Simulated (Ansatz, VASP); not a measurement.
## One calculation of GaSb, two programs

```xyz
2
Lattice="-1.4096 2.4281 2.7174 1.4096 -2.4281 2.7174 1.4096 2.4281 -2.7174" Properties=species:S:1:pos:R:3 pbc="T T T"
Ga    0.0000    0.0000    0.0000
Sb    0.0000    0.0000    2.7174
```

Change from the starting cell: volume 18.601 Å^3 an atom, stretch along a over the lengths across it, relative to the relaxed cell 0.9230.

Alike in both runs: task single point; functional LDA; k mesh 18 × 18 × 18; occupations gaussian, width 0.15 eV; no spin polarisation.

```csv
,VASP,Ansatz
version,VASP 6.6.1,Ansatz 0.2.0
potentials or method,"VASP PAW LDA potentials, release 64 (Ga_d, Sb), cutoff 520 eV","scalar-relativistic, plane waves, PAW"
valence electrons in the cell,18,28
```

```csv
,VASP,Ansatz,Ansatz less VASP
gap on the k mesh at the Fermi level (eV),none,none,-
pressure (GPa),18.6,18.0,-0.59
"traceless stress, the component that is largest in VASP (GPa)",-7.72,-7.54,+0.183
```

Ansatz warns that its potentials were made for another functional, while VASP's fit it. LDA's correlation is that of Perdew and Zunger in VASP and of Perdew and Wang (1992) in Ansatz. A gap of «none» marks a metal or a gap that the smearing closes. VASP's potentials hold 18 valence electrons a cell and Ansatz's 28, so a difference there can come from the potentials and not from the codes.

Neither program's run includes spin-orbit coupling.
